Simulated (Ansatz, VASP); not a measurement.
## One calculation of CsSe2I6, two programs

```
Cs Se I
1.0
     0.00000    5.90728    5.90728
     5.90728    0.00000    5.90728
     5.90728    5.90728    0.00000
Cs Se I
1 2 6
Cartesian
  0.0000 0.0000 0.0000
  2.9536 2.9536 2.9536
  8.8609 8.8609 8.8609
  5.9073 3.4567 5.9073
  5.9073 8.3579 5.9073
  3.4567 5.9073 5.9073
  5.9073 5.9073 8.3579
  8.3579 5.9073 5.9073
  5.9073 5.9073 3.4567
```

Change from the starting cell: species swapped into the Rb2SnBr6 type (Fm-3m, No. 225).

Alike in both runs: functional PBE; k mesh 4 × 4 × 4; occupations gaussian, width 0.1 eV; no spin polarisation.

Ansatz relaxed the structure, and its values are those at the end. VASP's run is a single point on that final structure, the one shown.

|  | VASP | Ansatz |
| --- | --- | --- |
| version | VASP 6.6.1 | Ansatz 0.2.0 |
| potentials or method | VASP PAW PBE potentials, release 64 (Cs_sv, Se, I), cutoff 520 eV | scalar-relativistic, plane waves, PAW |
| valence electrons in the cell | 63 | 143 |

|  | VASP | Ansatz | Ansatz less VASP |
| --- | --- | --- | --- |
| gap on the k mesh at the Fermi level (eV) | none | none | - |
| pressure (GPa) | 0.1 | 0.1 | -0.01 |
| rms of the force components (eV/Å) | 0.015 | 0.010 | -0.0051 |

A gap of «none» marks a metal or a gap that the smearing closes. VASP's potentials hold 63 valence electrons a cell and Ansatz's 143, so a difference there can come from the potentials and not from the codes.

Spin-orbit coupling is off throughout.
